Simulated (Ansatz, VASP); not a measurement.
**Two plane-wave programs on Mg**

```
Mg
1.0
     1.93893    1.11944    3.59552
    -1.93893    1.11944    3.59552
     0.00000   -2.23889    3.59552
Mg
2
Cartesian
  0.0000 0.0000 2.4544
  0.0000 0.0000 8.3322
```

Alike in both runs: task relaxation of cell and atoms; functional PBEsol; k mesh 6 × 6 × 6; occupations gaussian, width 0.1 eV; no spin polarisation.

|  | VASP | Ansatz |
| --- | --- | --- |
| version | VASP 6.6.1 | Ansatz 0.2.0 |
| potentials or method | VASP PAW PBE potentials, release 64 (Mg_sv), cutoff 840 eV | scalar-relativistic, plane waves, PAW |
| valence electrons in the cell | 20 | 20 |

|  | VASP | Ansatz | Ansatz less VASP |
| --- | --- | --- | --- |
| gap on the k mesh at the Fermi level, each at its own relaxed structure (eV) | none | none | - |
| relaxed volume (Å³/atom) | 22.40 | 22.85 | +0.442 |
| relaxed length of the cell vector where the two differ most in proportion (Å) | 5.213 | 5.310 | +0.0973 |

VASP's potentials were made for PBE, not for PBEsol. A gap of «none» marks a metal or a gap that the smearing closes.
